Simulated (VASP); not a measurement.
# RbBr (P4/mmm) in VASP: single point with HSE06

Aim: the single point of RbBr with HSE06.

Everything below comes from runs of VASP 6.6.1. Logs are shortened: lines on timing, memory, paths and dates and some standing lists are left out, and cuts for length are marked.

## Step 1: The cell of the first run

Symmetry: P4/mmm, No. 123, tetragonal system. Conventional cell: a = 4.085 Å, b = 4.085 Å, c = 4.128 Å, α = 90.00°, β = 90.00°, γ = 90.00°. Rb (site symmetry 4/mmm) has 8 Br at 3.55 Å and 6 Rb at 4.08 to 4.13 Å within 4.7 Å. Within 4.7 Å of Br (site symmetry 4/mmm) lie 8 Rb at 3.55 Å and 6 Br at 4.08 to 4.13 Å.

## Step 2: Single point, HSE06 (biaxial xy strain -1.0%)

Input file POSCAR:

```
RbBr
1.0
    4.0849962150      0.0000000000      0.0000000000
    0.0000000000      4.0849962150      0.0000000000
    0.0000000000      0.0000000000      4.1279266522
Rb Br
1 1
Direct
    0.0000000000      0.0000000000      0.0000000000
    0.5000000000      0.5000000000      0.5000000000
```

Input file INCAR.step1:

```
SYSTEM = RbBr
ALGO     = Normal         ! electronic algorithm
EDIFF    = 1E-5           ! SCF threshold, eV
ENCUT    = 520            ! plane-wave cutoff, eV
GGA      = PE             ! functional
ISIF     = 2              ! what is computed and relaxed
ISMEAR   = 0              ! smearing method
LASPH    = .True.         ! aspherical terms in the spheres
LCHARG   = .False.        ! write CHGCAR
LREAL    = .False.        ! projectors in reciprocal space
LWAVE    = .True.         ! write WAVECAR
NBANDS   = 15             ! bands
NELM     = 100            ! most SCF steps
PREC     = Accurate       ! precision mode
SIGMA    = 0.01           ! smearing width, eV
```

Input file INCAR.step2:

```
SYSTEM = RbBr
ALGO     = Normal         ! electronic algorithm
EDIFF    = 1E-7           ! SCF threshold, eV
ENCUT    = 520            ! plane-wave cutoff, eV
GGA      = PE             ! functional
HFSCREEN = 0.2079         ! screening, 1/A
ISIF     = 2              ! what is computed and relaxed
ISMEAR   = 0              ! smearing method
ISTART   = 1            
LASPH    = .True.         ! aspherical terms in the spheres
LCHARG   = .False.        ! write CHGCAR
LHFCALC  = .True.         ! exact exchange
LREAL    = .False.        ! projectors in reciprocal space
LWAVE    = .False.        ! write WAVECAR
NBANDS   = 15             ! bands
NELM     = 100            ! most SCF steps
PREC     = Accurate       ! precision mode
PRECFOCK = Normal       
SIGMA    = 0.01           ! smearing width, eV
```

Input file KPOINTS:

```
k-points
0
Gamma
  4 4 4
  0 0 0
```

Potentials or basis: VASP PAW PBE potentials, release 64 (Rb_sv, Br).

On the command line:

```console
$ cat potpaw_PBE.64/Rb_sv/POTCAR potpaw_PBE.64/Br/POTCAR > POTCAR
$ cp INCAR.step1 INCAR
$ mpirun -np 1 vasp_std > vasp.out
$ cp INCAR.step2 INCAR
$ mpirun -np 1 vasp_std > vasp.out
```

OUTCAR:

```text
SYSTEM = RbBr
   EDIFF = 1E-7
   ENCUT = 520
   GGA = PE
   HFSCREEN = 0.2079
   ISIF = 2
   ISMEAR = 0
   ISTART = 1
   LASPH = .True.
   LHFCALC = .True.
   LREAL = .False.
   NELM = 100
   PREC = Accurate
   PRECFOCK = Normal

 ion  position               nearest neighbor table
   1  0.000  0.000  0.000-   2 3.55   2 3.55   2 3.55   2 3.55   2 3.55   2 3.55   2 3.55   2 3.55

   2  0.500  0.500  0.500-   1 3.55   1 3.55   1 3.55   1 3.55   1 3.55   1 3.55   1 3.55   1 3.55

  LATTYP: Found a simple tetragonal cell.
 ALAT       =     4.0849962150
 C/A-ratio  =     1.0105092967

  Lattice vectors:

 A1 = (   4.0849962150,   0.0000000000,   0.0000000000)
 A2 = (   0.0000000000,   4.0849962150,   0.0000000000)
 A3 = (   0.0000000000,   0.0000000000,   4.1279266522)

Analysis of symmetry for initial positions (statically):
=====================================================================
 Subroutine PRICEL returns:
 Original cell was already a primitive cell.

 Routine SETGRP: Setting up the symmetry group for a
 simple tetragonal supercell.

 Subroutine GETGRP returns: Found 16 space group operations
 (whereof 16 operations were pure point group operations)
 out of a pool of 16 trial point group operations.

The static configuration has the point symmetry D_4h.

Analysis of symmetry for dynamics (positions and initial velocities):
=====================================================================
 Subroutine PRICEL returns:
 Original cell was already a primitive cell.

 Routine SETGRP: Setting up the symmetry group for a
 simple tetragonal supercell.

 Subroutine GETGRP returns: Found 16 space group operations
 (whereof 16 operations were pure point group operations)
 out of a pool of 16 trial point group operations.

The dynamic configuration has the point symmetry D_4h.

 Subroutine INISYM returns: Found 16 space group operations
 (whereof 16 operations are pure point group operations),
 and found     1 'primitive' translations

----------------------------------------------------------------------------------------

                                     Primitive cell

  volume of cell :      68.8835

  direct lattice vectors                    reciprocal lattice vectors
     4.084996215  0.000000000  0.000000000     0.244798268  0.000000000  0.000000000
     0.000000000  4.084996215  0.000000000     0.000000000  0.244798268  0.000000000
     0.000000000  0.000000000  4.127926652     0.000000000  0.000000000  0.242252366

  length of vectors
     4.084996215  4.084996215  4.127926652     0.244798268  0.244798268  0.242252366

  position of ions in fractional coordinates (direct lattice)
     0.000000000  0.000000000  0.000000000
     0.500000000  0.500000000  0.500000000

  ion indices of the primitive-cell ions
   primitive index   ion index
                 1           1
                 2           2

----------------------------------------------------------------------------------------

 KPOINTS: k-points

Automatic generation of k-mesh.
 Grid dimensions read from file:
 generate k-points for:    4    4    4

 Generating k-lattice:

  Cartesian coordinates                     Fractional coordinates (reciprocal lattice)
     0.061199567  0.000000000  0.000000000     0.250000000  0.000000000  0.000000000
     0.000000000  0.061199567  0.000000000     0.000000000  0.250000000  0.000000000
     0.000000000  0.000000000  0.060563092     0.000000000  0.000000000  0.250000000

  Length of vectors
     0.061199567  0.061199567  0.060563092

  Shift w.r.t. Gamma in fractional coordinates (k-lattice)
     0.000000000  0.000000000  0.000000000

 Subroutine IBZKPT returns following result:
 ===========================================

 Found     18 irreducible k-points:

 Following reciprocal coordinates:
            Coordinates               Weight
  0.000000  0.000000  0.000000      1.000000
  0.250000  0.000000  0.000000      4.000000
  0.500000  0.000000  0.000000      2.000000
  0.250000  0.250000  0.000000      4.000000
  0.500000  0.250000  0.000000      4.000000
  0.500000  0.500000  0.000000      1.000000
[... 10 lines left out ...]
  0.500000  0.250000  0.500000      4.000000
  0.500000  0.500000  0.500000      1.000000
   k-points           NKPTS =     18   k-points in BZ     NKDIM =     64   number of bands    NBANDS=     15
   number of dos      NEDOS =    301   number of ions     NIONS =      2
   total plane-waves  NPLWV =  28800
   dimension x,y,z NGX =    30 NGY =   30 NGZ =   32
   dimension x,y,z NGXF=    60 NGYF=   60 NGZF=   64
   ions per type =               1   1
   NGX,Y,Z   is equivalent  to a cutoff of  12.21, 12.21, 12.89 a.u.
   NGXF,Y,Z  is equivalent  to a cutoff of  24.42, 24.42, 25.78 a.u.
 SYSTEM =  RbBr
   PREC   = accura    normal or accurate (medium, high low for compatibility)
   ISTART =      1    job   : 0-new  1-cont  2-samecut
   ICHARG =      0    charge: 1-file 2-atom 10-const
   ISPIN  =      1    spin polarized calculation?
   LNONCOLLINEAR =      F non collinear calculations
   LSORBIT =      F    spin-orbit coupling
   LASPH  =      T    aspherical Exc in radial PAW
   ENCUT  =  520.0 eV  38.22 Ry    6.18 a.u.   7.60  7.60  7.68*2*pi/ulx,y,z
   NELM   =    100;   NELMIN=  2; NELMDL=  0     # of ELM steps
   EDIFF  = 0.1E-06   stopping-criterion for ELM
   LREAL  =      F    real-space projection
   EDIFFG = 0.1E-05   stopping-criterion for IOM
   NSW    =      0    number of steps for IOM
   IBRION =     -1    ionic relax: 0-MD 1-quasi-New 2-CG
   NFREE  =      0    steps in history (QN), initial steepest desc. (CG)
   ISIF   =      2    stress and relaxation
   ISYM   =      3    0-nonsym 1-usesym 2-fastsym
   POTIM  = 0.5000    time-step for ionic-motion
   TEBEG  =    0.0;   TEEND  =   0.0 temperature during run
   PSTRESS=    0.0 pullay stress
   NELECT =      16.0000    total number of electrons
   NUPDOWN=      -1.0000    fix difference up-down
   EMIN   =  10.00;   EMAX   =-10.00  energy-range for DOS
   EFERMI =   0.00;   METHOD = LEGACY
   ISMEAR =     0;   SIGMA  =   0.01  broadening in eV -4-tet -1-fermi 0-gaus
   EFERMI_NEDOS =   21; number of points for ismear=-14 and -15
   IALGO  =     38    algorithm
   IMIX   =      1    mixing-type and parameters
     AMIX     =   0.40;   BMIX     =  1.00
     AMIX_MAG =   1.60;   BMIX_MAG =  1.00
  volume/ion in A,a.u.               =      34.44       232.42
  Fermi-wavevector in a.u.,A,eV,Ry     =   1.006336  1.901700 13.778789  1.012712
  Thomas-Fermi vector in A             =   2.139072
   LORBIT       =      0    0 simple, 1 ext, 2 COOP (PROOUT), +10 PAW based schemes
   GGA     = PE    functional components
   LHFCALC =     T    Hartree Fock is set to
   PRECFOCK=normal    Normal, Fast or Accurate (Low or Medium for compatibility)
   ENCUT4O =  -1.0   cutoff for four orbital integrals eV
   NKREDX  =     1    reduce k-point grid by
   NKREDY  =     1    reduce k-point grid by
   NKREDZ  =     1    reduce k-point grid by
   AEXX    =    0.2500 exact exchange contribution
   HFSCREEN=    0.2079 screening length (either q_TF or 0.3 A-1)
   HFSCREENC=   0.2079 screening length for correlation (either q_TF or 0.3 A-1)
   ENCUTFOCK=  -1.0 apply spherical cutoff to Coloumb kernel
   IVDW    =     0    specifies the selected vdW correction
   LEPSILON=     F    determine dielectric tensor
   LRPA    =     F    only Hartree local field effects (RPA)
 non-spin polarized calculation
 Gauss-broadening in eV      SIGMA  =   0.01
  energy-cutoff  :      520.00
  volume of cell :       68.88
 maximum number of plane-waves:      1872
  NGX = 24; NGY = 24; NGZ = 24

 number of electron      16.0000002 magnetization

 Free energy of the ion-electron system (eV)
  ---------------------------------------------------
  ext. energy  EPLUGINS =         0.00000000
  ---------------------------------------------------
  free energy    TOTEN  =        -6.96035797 eV

  energy without entropy =       -6.96035797  energy(sigma->0) =       -6.96035797

 E-fermi :  -1.3212     XC(G=0):  -6.6977

 val. band max:       -1.3958008884   @ k =   0.5000   0.0000   0.5000
 cond. band min:       3.9233834431   @ k =   0.0000   0.0000   0.0000
 fundamental gap:      5.3191843314
 Fermi energy:        -1.3212258871

 k-point     1 :       0.0000    0.0000    0.0000
  band No.  band energies     occupation
      1     -28.2156      2.00000
      2     -15.1265      2.00000
      3     -11.0349      2.00000
      4     -11.0246      2.00000
      5     -11.0246      2.00000
      6      -1.6143      2.00000
      7      -1.5591      2.00000
      8      -1.5591      2.00000
      9       3.9234      0.00000
     10       5.3049      0.00000
     11       5.3475      0.00000
     12      10.0143      0.00000
     13      10.0143      0.00000
     14      10.1107      0.00000
     15      12.7170      0.00000

 k-point     2 :       0.2500    0.0000    0.0000
  band No.  band energies     occupation
      1     -28.2029      2.00000
      2     -15.1191      2.00000
      3     -11.1006      2.00000
      4     -11.0056      2.00000
      5     -10.9963      2.00000
      6      -2.5357      2.00000
      7      -1.6544      2.00000
      8      -1.5936      2.00000
      9       5.2482      0.00000
     10       5.8200      0.00000
     11       6.6674      0.00000
     12       9.7792      0.00000
     13       9.8496      0.00000
     14      10.3858      0.00000
     15      10.4451      0.00000

 k-point     3 :       0.5000    0.0000    0.0000
  band No.  band energies     occupation
      1     -28.1901      2.00000
      2     -15.1148      2.00000
      3     -11.1627      2.00000
      4     -10.9759      2.00000
      5     -10.9677      2.00000
      6      -3.2811      2.00000
      7      -1.6970      2.00000
      8      -1.6307      2.00000
      9       6.7728      0.00000
     10       7.0117      0.00000
     11       7.6918      0.00000
     12       8.5125      0.00000
     13       9.9564      0.00000
     14       9.9720      0.00000
     15      10.9231      0.00000
[... 235 lines left out ...]
 k-point    17 :       0.5000    0.2500    0.5000
  band No.  band energies     occupation
      1     -28.1586      2.00000
      2     -14.8407      2.00000
      3     -11.3313      2.00000
      4     -11.3056      2.00000
      5     -11.1097      2.00000
      6      -2.7357      2.00000
      7      -2.7105      2.00000
      8      -2.2281      2.00000
      9       6.2844      0.00000
     10       7.7781      0.00000
     11       7.9011      0.00000
     12       7.9055      0.00000
     13      10.2482      0.00000
     14      10.3140      0.00000
     15      12.1389      0.00000

 k-point    18 :       0.5000    0.5000    0.5000
  band No.  band energies     occupation
      1     -28.1476      2.00000
      2     -14.7742      2.00000
      3     -11.2773      2.00000
      4     -11.2773      2.00000
      5     -11.2517      2.00000
      6      -2.8904      2.00000
      7      -2.8904      2.00000
      8      -2.8692      2.00000
      9       8.0785      0.00000
     10       8.1274      0.00000
     11       8.1274      0.00000
     12       9.4274      0.00000
     13       9.5336      0.00000
     14       9.5336      0.00000
     15      12.4275      0.00000

------------------------ aborting loop because EDIFF is reached ----------------------------------------

  FORCE on cell =-STRESS in cart. coord.  units (eV):
  Direction    XX          YY          ZZ          XY          YZ          ZX
  --------------------------------------------------------------------------------------
  -------------------------------------------------------------------------------------
  Total        0.4051831      0.4051831      0.2628990      0.0000000      0.0000000     -0.0000000
  in kB        9.4242466      9.4242466      6.1148289      0.0000000      0.0000000     -0.0000000
  external PRESSURE =       8.3211074 kB  Pullay stress =       0.0000000 kB

 VOLUME and BASIS-vectors are now :
 -----------------------------------------------------------------------------
  energy-cutoff  :      520.00
  volume of cell :       68.88
      direct lattice vectors                 reciprocal lattice vectors
     4.084996215  0.000000000  0.000000000     0.244798268  0.000000000  0.000000000
     0.000000000  4.084996215  0.000000000     0.000000000  0.244798268  0.000000000
     0.000000000  0.000000000  4.127926652     0.000000000  0.000000000  0.242252366

 POSITION                                       TOTAL-FORCE (eV/Angst)
 -----------------------------------------------------------------------------------
      0.00000      0.00000      0.00000         0.000000      0.000000      0.000000
      2.04250      2.04250      2.06396         0.000000      0.000000      0.000000
 -----------------------------------------------------------------------------------
    total drift:                                0.000000      0.000000     -0.000000

  FREE ENERGIE OF THE ION-ELECTRON SYSTEM (eV)
  ---------------------------------------------------
  free  energy   TOTEN  =        -6.9603579686 eV

  energy  without entropy=       -6.9603579686  energy(sigma->0) =       -6.96035797
```

It took 6.1 min on 1 thread of Intel Xeon 6975P-C (Granite Rapids), shared host; peak memory 0.29 GiB.

What came out:

```
Free energy            : -6.9604 eV
Pressure               : 0.8 GPa
Band gap on the k mesh : 5.32 eV (least direct gap 5.48 eV)
```

Caveat: the cell differs from its parent crystal (biaxial xy strain -1.0%); the structure was generated, so it needn't be the stable form of RbBr; the PAW data sets were made with another functional, which shifts forces and pressure a little.
